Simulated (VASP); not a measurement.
A run of VASP 6.6.1:

INCAR

```
  PREC = Accurate
  ENCUT = 520
  EDIFF = 1E-6
  ISMEAR = 0
  SIGMA = 0.05
  LREAL = F
  LASPH = T
  NELM = 100
  ALGO = Normal
  ISIF = 2
  LWAVE = F
  LCHARG = F
  GGA = PE
  NBANDS = 12
```

The input KPOINTS:

```
Automatic mesh
0
Gamma
  8 8 8
```

Contents of POSCAR:

```
LiCl
1.0
    0.0000000000      2.5262886000      2.4878172000
    2.5262886000      0.0000000000      2.4878172000
    2.5262886000      2.5262886000      0.0000000000
Li Cl
1 1
Direct
    0.0000000000      0.0000000000      0.0000000000
    0.5000000000      0.5000000000      0.5000000000
```

Potentials or basis: VASP PAW PBE potentials, release 64 (Li_sv, Cl).

Run with:

```console
$ cat potpaw_PBE.64/Li_sv/POTCAR potpaw_PBE.64/Cl/POTCAR > POTCAR
$ mpirun -np 1 vasp_std > vasp.out
```

Hardware: 1 thread of Intel(R) Xeon(R) Platinum 8375C CPU @ 2.90GHz (Ice Lake), with other jobs on the host.

**Question.** Estimate the wall time of this run.

**Answer.** Run time: 15 s on 1 thread of Intel(R) Xeon(R) Platinum 8375C CPU @ 2.90GHz (Ice Lake), with other jobs on the host, peak memory 0.16 GiB. Counts: scf iterations 12, k points 59.
